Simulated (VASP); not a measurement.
B2SbP3:

```
B Sb P
1.0
     4.35092    0.00000    0.00000
    -2.17546    3.76801    0.00000
     0.00000    0.00000    5.72758
B Sb P
2 1 3
Direct
  0.33333 0.66667 0.58272
  0.66667 0.33333 0.58272
  0.00000 0.00000 0.46659
  0.33333 0.66667 0.92307
  0.66667 0.33333 0.92307
  0.00000 0.00000 0.99138
```

```yaml
Program: VASP 6.6.1
Task: relaxation of cell and atoms
Functional: PBE
Potentials_or_basis: VASP PAW PBE potentials, release 64 (B, Sb, P)
Cutoff: 600 eV
k_mesh: 12 × 12 × 8
Occupations: gaussian, width 0.1 eV
Spin: no spin polarisation
```

At the start: pressure -0.1 GPa; volume 15.65 Å³/atom.

Where does the relaxation end?

Over 12 steps the energy falls by 3.8 meV/atom and the volume is 15.37 Å³/atom (-1.8 %); space group P6mm (No. 183, to 0.05 Å).

The path:
```tsv
step	energy change (eV)	largest force (eV/Å)	pressure (GPa)	volume (Å³)
1	0.0000	0.2594	-0.14	93.90
2	-0.0075	0.2011	-0.10	93.71
3	-0.0101	0.2936	-0.04	93.52
4	-0.0142	0.2304	-0.17	93.42
5	-0.0200	0.1162	-0.52	93.12
6	-0.0201	0.1220	-0.56	93.08
7	-0.0216	0.1032	-0.29	92.70
8	-0.0222	0.0704	0.21	92.06
9	-0.0223	0.0776	0.11	92.19
10	-0.0226	0.0427	0.07	92.19
11	-0.0228	0.0144	0.02	92.19
12	-0.0228	0.0096	-0.02	92.21
```

Final structure:
```yaml
crystal:
  lattice:
    - [4.36336, 0.00000, 0.00000]
    - [-2.18168, 3.77878, 0.00000]
    - [0.00000, 0.00000, 5.59244]
  atoms:
    - { symbol: B, position: [0.33333, 0.66667, 0.58170] }
    - { symbol: B, position: [0.66667, 0.33333, 0.58170] }
    - { symbol: Sb, position: [0.00000, 0.00000, 0.46261] }
    - { symbol: P, position: [0.33333, 0.66667, 0.93094] }
    - { symbol: P, position: [0.66667, 0.33333, 0.93094] }
    - { symbol: P, position: [0.00000, 0.00000, 0.98166] }
```
